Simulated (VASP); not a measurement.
# Sb (Pm-3m) in VASP: settings compared, part 2 of 2

VASP 6.6.1.

### Step 4. Single point, PBE

Contents of INCAR:

```
ALGO = Normal
EDIFF = 1E-6
ENCUT = 520
GGA = PE
ISIF = 2
ISMEAR = 0
LASPH = T
LCHARG = F
LREAL = F
LWAVE = F
NBANDS = 8
NELM = 100
PREC = Accurate
SIGMA = 0.028000000000000004
```

Contents of KPOINTS:

```
k-points
0
Gamma
  8 8 8
```

Contents of POSCAR:

```
Sb
1.0
    3.1600000000      0.0000000000      0.0000000000
    0.0000000000      3.1600000000      0.0000000000
    0.0000000000      0.0000000000      3.1600000000
Sb
1
Direct
    0.0000000000      0.0000000000      0.0000000000
```

Potentials or basis: VASP PAW PBE potentials, release 64 (Sb).

Started as:

```
$ cat potpaw_PBE.64/Sb/POTCAR > POTCAR
$ mpirun -np 1 vasp_std > vasp.out
```

OUTCAR:

```text
EDIFF = 1E-6
   ENCUT = 520
   GGA = PE
   ISIF = 2
   ISMEAR = 0
   LASPH = T
   LREAL = F
   NELM = 100
   PREC = Accurate

 ion  position               nearest neighbor table
   1  0.000  0.000  0.000-

  LATTYP: Found a simple cubic cell.
 ALAT       =     3.1600000000

  Lattice vectors:

 A1 = (   3.1600000000,   0.0000000000,   0.0000000000)
 A2 = (   0.0000000000,   3.1600000000,   0.0000000000)
 A3 = (   0.0000000000,   0.0000000000,   3.1600000000)

Analysis of symmetry for initial positions (statically):
=====================================================================
 Subroutine PRICEL returns:
 Original cell was already a primitive cell.

 Routine SETGRP: Setting up the symmetry group for a
 simple cubic supercell.

 Subroutine GETGRP returns: Found 48 space group operations
 (whereof 48 operations were pure point group operations)
 out of a pool of 48 trial point group operations.

The static configuration has the point symmetry O_h .

Analysis of symmetry for dynamics (positions and initial velocities):
=====================================================================
 Subroutine PRICEL returns:
 Original cell was already a primitive cell.

 Routine SETGRP: Setting up the symmetry group for a
 simple cubic supercell.

 Subroutine GETGRP returns: Found 48 space group operations
 (whereof 48 operations were pure point group operations)
 out of a pool of 48 trial point group operations.

The dynamic configuration has the point symmetry O_h .

 Subroutine INISYM returns: Found 48 space group operations
 (whereof 48 operations are pure point group operations),
 and found     1 'primitive' translations

----------------------------------------------------------------------------------------

                                     Primitive cell

  volume of cell :      31.5545

  direct lattice vectors                    reciprocal lattice vectors
     3.160000000  0.000000000  0.000000000     0.316455696  0.000000000  0.000000000
     0.000000000  3.160000000  0.000000000     0.000000000  0.316455696  0.000000000
     0.000000000  0.000000000  3.160000000     0.000000000  0.000000000  0.316455696

  length of vectors
     3.160000000  3.160000000  3.160000000     0.316455696  0.316455696  0.316455696

  position of ions in fractional coordinates (direct lattice)
     0.000000000  0.000000000  0.000000000

  ion indices of the primitive-cell ions
   primitive index   ion index
                 1           1

----------------------------------------------------------------------------------------

 KPOINTS: k-points

Automatic generation of k-mesh.
 Grid dimensions read from file:
 generate k-points for:    8    8    8

 Generating k-lattice:

  Cartesian coordinates                     Fractional coordinates (reciprocal lattice)
     0.039556962  0.000000000  0.000000000     0.125000000  0.000000000  0.000000000
     0.000000000  0.039556962  0.000000000     0.000000000  0.125000000  0.000000000
     0.000000000  0.000000000  0.039556962     0.000000000  0.000000000  0.125000000

  Length of vectors
     0.039556962  0.039556962  0.039556962

  Shift w.r.t. Gamma in fractional coordinates (k-lattice)
     0.000000000  0.000000000  0.000000000

 Subroutine IBZKPT returns following result:
 ===========================================

 Found     35 irreducible k-points:

 Following reciprocal coordinates:
            Coordinates               Weight
  0.000000  0.000000  0.000000      1.000000
  0.125000  0.000000  0.000000      6.000000
  0.250000  0.000000  0.000000      6.000000
  0.375000  0.000000  0.000000      6.000000
  0.500000  0.000000  0.000000      3.000000
  0.125000  0.125000  0.000000     12.000000
[... 16 lines left out ...]
  0.375000  0.375000  0.125000     24.000000
  0.500000  0.375000  0.125000     24.000000
 [... further k-points ...]
   k-points           NKPTS =     35   k-points in BZ     NKDIM =     35   number of bands    NBANDS=      8
   number of dos      NEDOS =    301   number of ions     NIONS =      1
   total plane-waves  NPLWV =  13824
   dimension x,y,z NGX =    24 NGY =   24 NGZ =   24
   dimension x,y,z NGXF=    48 NGYF=   48 NGZF=   48
   ions per type =               1
   NGX,Y,Z   is equivalent  to a cutoff of  12.63, 12.63, 12.63 a.u.
   NGXF,Y,Z  is equivalent  to a cutoff of  25.25, 25.25, 25.25 a.u.
 SYSTEM =  unknown system
   PREC   = accura    normal or accurate (medium, high low for compatibility)
   ISTART =      0    job   : 0-new  1-cont  2-samecut
   ICHARG =      2    charge: 1-file 2-atom 10-const
   ISPIN  =      1    spin polarized calculation?
   LNONCOLLINEAR =      F non collinear calculations
   LSORBIT =      F    spin-orbit coupling
   LASPH  =      T    aspherical Exc in radial PAW
   ENCUT  =  520.0 eV  38.22 Ry    6.18 a.u.   5.88  5.88  5.88*2*pi/ulx,y,z
   NELM   =    100;   NELMIN=  2; NELMDL= -5     # of ELM steps
   EDIFF  = 0.1E-05   stopping-criterion for ELM
   LREAL  =      F    real-space projection
   EDIFFG = 0.1E-04   stopping-criterion for IOM
   NSW    =      0    number of steps for IOM
   IBRION =     -1    ionic relax: 0-MD 1-quasi-New 2-CG
   NFREE  =      0    steps in history (QN), initial steepest desc. (CG)
   ISIF   =      2    stress and relaxation
   ISYM   =      2    0-nonsym 1-usesym 2-fastsym
   POTIM  = 0.5000    time-step for ionic-motion
   TEBEG  =    0.0;   TEEND  =   0.0 temperature during run
   PSTRESS=    0.0 pullay stress
   NELECT =       5.0000    total number of electrons
   NUPDOWN=      -1.0000    fix difference up-down
   EMIN   =  10.00;   EMAX   =-10.00  energy-range for DOS
   EFERMI =   0.00;   METHOD = LEGACY
   ISMEAR =     0;   SIGMA  =   0.03  broadening in eV -4-tet -1-fermi 0-gaus
   EFERMI_NEDOS =   21; number of points for ismear=-14 and -15
   IALGO  =     38    algorithm
   IMIX   =      4    mixing-type and parameters
     AMIX     =   0.40;   BMIX     =  1.00
     AMIX_MAG =   1.60;   BMIX_MAG =  1.00
  volume/ion in A,a.u.               =      31.55       212.94
  Fermi-wavevector in a.u.,A,eV,Ry     =   0.885886  1.674081 10.677766  0.784794
  Thomas-Fermi vector in A             =   2.006979
   LORBIT       =      0    0 simple, 1 ext, 2 COOP (PROOUT), +10 PAW based schemes
   GGA     = PE    functional components
   LHFCALC =     F    Hartree Fock is set to
   AEXX    =    0.0000 exact exchange contribution
   IVDW    =     0    specifies the selected vdW correction
   LEPSILON=     F    determine dielectric tensor
   LRPA    =     F    only Hartree local field effects (RPA)
 non-spin polarized calculation
 Gauss-broadening in eV      SIGMA  =   0.03
  energy-cutoff  :      520.00
  volume of cell :       31.55
 maximum number of plane-waves:       876
 NGX is ok and might be reduce to    24
   NGX = 11   NGY = 11   NGZ = 11

 number of electron       5.0000001 magnetization

 Free energy of the ion-electron system (eV)
  ---------------------------------------------------
  ext. energy  EPLUGINS =         0.00000000
  ---------------------------------------------------
  free energy    TOTEN  =        -4.06406988 eV

  energy without entropy =       -4.06259697  energy(sigma->0) =       -4.06333342

 E-fermi :   6.3865     XC(G=0):  -9.3891

 val. band max:        6.3844717299   @ k =   0.3750   0.2500   0.1250
 cond. band min:       6.6204066499   @ k =   0.2500   0.2500   0.2500
 fundamental gap:      0.2359349200
 Fermi energy:         6.3865433666

 k-point     1 :       0.0000    0.0000    0.0000
  band No.  band energies     occupation
      1      -5.5255      2.00000
      2       9.5669      0.00000
      3       9.5669      0.00000
      4       9.5669      0.00000
      5      13.3114      0.00000
      6      13.3114      0.00000
      7      14.3652      0.00000
      8      23.7580      0.00000

 k-point     2 :       0.1250    0.0000    0.0000
  band No.  band energies     occupation
      1      -5.3134      2.00000
      2       7.4870      0.00000
      3       9.7711      0.00000
      4       9.7711      0.00000
      5      13.4854      0.00000
      6      14.1041      0.00000
      7      16.1470      0.00000
      8      22.1884      0.00000
[... 221 lines left out ...]
 k-point    23 :       0.3750    0.3750    0.1250
  band No.  band energies     occupation
      1      -1.9011      2.00000
      2       3.8794      2.00000
      3       4.1567      2.00000
      4      10.5218      0.00000
      5      10.8265      0.00000
      6      16.6460      0.00000
      7      16.9995      0.00000
      8      19.4909      0.00000

 k-point    24 :       0.5000    0.3750    0.1250
  band No.  band energies     occupation
      1      -1.3387      2.00000
      2       2.9472      2.00000
      3       4.4427      2.00000
      4       9.8677      0.00000
      5      11.0566      0.00000
      6      16.0531      0.00000
      7      17.3340      0.00000
      8      20.0485      0.00000

 [... further k-points ...]
[... 5 lines left out ...]
  --------------------------------------------------------------------------------------
  -------------------------------------------------------------------------------------
  Total       -0.4517697     -0.4517697     -0.4517697     -0.0000000     -0.0000000      0.0000000
  in kB      -22.9385736    -22.9385736    -22.9385736     -0.0000000     -0.0000000      0.0000000
  external PRESSURE =     -22.9385736 kB  Pullay stress =       0.0000000 kB

 VOLUME and BASIS-vectors are now :
 -----------------------------------------------------------------------------
  energy-cutoff  :      520.00
  volume of cell :       31.55
      direct lattice vectors                 reciprocal lattice vectors
     3.160000000  0.000000000  0.000000000     0.316455696  0.000000000  0.000000000
     0.000000000  3.160000000  0.000000000     0.000000000  0.316455696  0.000000000
     0.000000000  0.000000000  3.160000000     0.000000000  0.000000000  0.316455696

 POSITION                                       TOTAL-FORCE (eV/Angst)
 -----------------------------------------------------------------------------------
      0.00000      0.00000      0.00000         0.000000      0.000000      0.000000
 -----------------------------------------------------------------------------------
    total drift:                               -0.000000      0.000000      0.000000

  FREE ENERGIE OF THE ION-ELECTRON SYSTEM (eV)
  ---------------------------------------------------
  free  energy   TOTEN  =        -4.0640698810 eV

  energy  without entropy=       -4.0625969683  energy(sigma->0) =       -4.06333342
```

Wall time 2.5 s (1 thread of Intel Xeon 6975P-C (Granite Rapids), shared host); peak memory 0.13 GiB.

What came out:

- Free energy: -4.0641 eV
- Pressure: -2.3 GPa

Caveat: spin-orbit coupling is left out, which moves the levels of the heavy elements.

### Step 5. Single point, LDA

Contents of INCAR:

```
SYSTEM = Sb
PREC = Accurate
ENCUT = 520
EDIFF = 1E-6
ISMEAR = -1
SIGMA = 0.05
LREAL = .FALSE.
LASPH = .TRUE.
NELM = 60
ALGO = Normal
ISIF = 2
LWAVE = .FALSE.
LCHARG = .FALSE.
NBANDS = 8
```

Contents of KPOINTS:

```
regular mesh
0
G
  5 5 5
  0 0 0
```

POSCAR is that of step 4.

Potentials or basis: VASP PAW LDA potentials, release 64 (Sb).

Started as:

```
$ cat potpaw_LDA.64/Sb/POTCAR > POTCAR
$ mpirun -np 1 vasp_std > vasp.out
```

OUTCAR:

```text
SYSTEM = Sb
   PREC = Accurate
   ENCUT = 520
   EDIFF = 1E-6
   ISMEAR = -1
   LREAL = .FALSE.
   LASPH = .TRUE.
   NELM = 60
   ISIF = 2

 ion  position               nearest neighbor table
   1  0.000  0.000  0.000-

  LATTYP: Found a simple cubic cell.
 ALAT       =     3.1600000000

  Lattice vectors:

 A1 = (   3.1600000000,   0.0000000000,   0.0000000000)
 A2 = (   0.0000000000,   3.1600000000,   0.0000000000)
 A3 = (   0.0000000000,   0.0000000000,   3.1600000000)

Analysis of symmetry for initial positions (statically):
=====================================================================
 Subroutine PRICEL returns:
 Original cell was already a primitive cell.

 Routine SETGRP: Setting up the symmetry group for a
 simple cubic supercell.

 Subroutine GETGRP returns: Found 48 space group operations
 (whereof 48 operations were pure point group operations)
 out of a pool of 48 trial point group operations.

The static configuration has the point symmetry O_h .

Analysis of symmetry for dynamics (positions and initial velocities):
[... 144 lines left out ...]
 val. band max:        6.2223231794   @ k =   0.2000   0.2000   0.0000
 cond. band min:       6.4437498630   @ k =   0.2000   0.2000   0.2000
 fundamental gap:      0.2214266836
 Fermi energy:         6.4394254315

 k-point     1 :       0.0000    0.0000    0.0000
  band No.  band energies     occupation
      1      -5.6974      2.00000
      2       9.3737      0.00000
      3       9.3737      0.00000
      4       9.3737      0.00000
      5      13.1418      0.00000
      6      13.1418      0.00000
      7      14.1449      0.00000
      8      22.5440      0.00000
[... 89 lines left out ...]
 k-point    10 :       0.4000    0.4000    0.4000
  band No.  band energies     occupation
      1      -0.0161      2.00000
      2       4.8966      2.00000
      3       4.8966      2.00000
      4       5.4157      2.00000
      5      11.2850      0.00000
      6      11.9736      0.00000
      7      11.9736      0.00000
      8      15.6296      0.00000

------------------------ aborting loop because EDIFF is reached ----------------------------------------

  FORCE on cell =-STRESS in cart. coord.  units (eV):
  Direction    XX          YY          ZZ          XY          YZ          ZX
  --------------------------------------------------------------------------------------
  -------------------------------------------------------------------------------------
  Total       -1.1263669     -1.1263669     -1.1263669     -0.0000000     -0.0000000     -0.0000000
  in kB      -57.1911994    -57.1911994    -57.1911994     -0.0000000     -0.0000000     -0.0000000
  external PRESSURE =     -57.1911994 kB  Pullay stress =       0.0000000 kB

 VOLUME and BASIS-vectors are now :
 -----------------------------------------------------------------------------
  energy-cutoff  :      520.00
  volume of cell :       31.55
      direct lattice vectors                 reciprocal lattice vectors
     3.160000000  0.000000000  0.000000000     0.316455696  0.000000000  0.000000000
     0.000000000  3.160000000  0.000000000     0.000000000  0.316455696  0.000000000
     0.000000000  0.000000000  3.160000000     0.000000000  0.000000000  0.316455696

 POSITION                                       TOTAL-FORCE (eV/Angst)
 -----------------------------------------------------------------------------------
      0.00000      0.00000      0.00000         0.000000      0.000000      0.000000
 -----------------------------------------------------------------------------------
    total drift:                               -0.000000      0.000000      0.000000

  FREE ENERGIE OF THE ION-ELECTRON SYSTEM (eV)
  ---------------------------------------------------
  free  energy   TOTEN  =        -4.6325867399 eV

  energy  without entropy=       -4.6230567620  energy(sigma->0) =       -4.62782175
```

stdout:

```text
POSCAR found type information on POSCAR Sb
 POSCAR found :  1 types and       1 ions
 scaLAPACK will be used
 LDA part: xc-table for (Slater(with rela. corr.)+CA(PZ))
 , standard interpolation
 POSCAR, INCAR and KPOINTS ok, starting setup
 FFT: planning ... GRIDC
 FFT: planning ... GRID_SOFT
 FFT: planning ... GRID
 WAVECAR not read
 entering main loop
```

Wall time 2.1 s (1 thread of Intel Xeon Platinum 8488C (Sapphire Rapids), shared host); peak memory 0.12 GiB.

Results:

| Property | Result |
| --- | --- |
| Free energy | -4.6326 eV |
| Pressure | -5.7 GPa |

Levels at points of the mesh, in eV from the Fermi level:
| k point | band 1 | band 2 | band 3 | band 4 | band 5 |
| --- | --- | --- | --- | --- | --- |
| (0.00, 0.00, 0.00) | -12.14 | 2.93 | 2.93 | 2.93 | 6.70 |

Caveat: the k points lie up to 0.40 Å⁻¹ apart; spin-orbit coupling is left out, which moves the levels of the heavy elements.

### Step 6. Overview

| level | potentials or basis | k mesh | smearing | gap on the mesh (eV) | pressure (GPa) |
| --- | --- | --- | --- | --- | --- |
| PBE | VASP PAW PBE potentials, release 64 (Sb) | 8 × 8 × 8 | gaussian 0.026 eV | none | -2.3 |
| PBE | VASP PAW PBE potentials, release 64 (Sb) | 8 × 8 × 8 | gaussian 0.027 eV | none | -2.3 |
| PBE | VASP PAW PBE potentials, release 64 (Sb) | 8 × 8 × 8 | gaussian 0.028 eV | none | -2.3 |
| LDA | VASP PAW LDA potentials, release 64 (Sb) | 5 × 5 × 5 | fermi-dirac 0.05 eV | none | -5.7 |

Alike in all rows: task single point; no spin polarisation; cell as given; cutoff (eV) 520.

Caveats: some runs use coarse meshes; spin-orbit coupling is left out, which moves the levels of the heavy elements.

Absolute energies hang on the potentials; compare differences alone.
